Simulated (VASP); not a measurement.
Here is a VASP 6.6.1 calculation.

The input INCAR:

```
PREC = Accurate ; ENCUT = 520
EDIFF = 1E-6 ; ISMEAR = -1
SIGMA = 0.05 ; LREAL = F
LASPH = T ; NELM = 60
ALGO = Normal ; ISIF = 2
LWAVE = F ; LCHARG = F
GGA = PE ; NBANDS = 16
```

KPOINTS

```
regular mesh
0
Gamma
  11 11 5
```

Contents of POSCAR:

```
Li2Nb
1.0
    2.8175243272      0.0000000000      0.0000000000
   -1.4087621636      2.4400476376      0.0000000000
    0.0000000000      0.0000000000      5.6620800715
Li Nb
2 1
Direct
    0.0000000000      0.0000000000      0.1605760300
    0.0000000000      0.0000000000      0.8394239700
    0.0000000000      0.0000000000      0.5000000000
```

Potentials or basis: VASP PAW PBE potentials, release 64 (Li_sv, Nb_sv).

The run is started by

```sh
$ cat potpaw_PBE.64/Li_sv/POTCAR potpaw_PBE.64/Nb_sv/POTCAR > POTCAR
$ mpirun -np 1 vasp_std > vasp.out
```

Question: Predict the band gap on the k mesh.

Answer: Zero (an odd number of electrons rules out a gap without spin polarisation).

Question: What does it give for the largest force?

Answer: 3.197 eV/Å.

Forces in eV/Å, atoms in the order of the input:
```
Li   0.000  0.000 -3.197
Li   0.000  0.000  3.197
Nb   0.000  0.000  0.000
```

Caveat: atoms lie so close that the PAW spheres overlap strongly, which falsifies energies and pressures; forces of over 1 eV/Å act on the atoms, so gaps and moduli don't describe the material at rest.
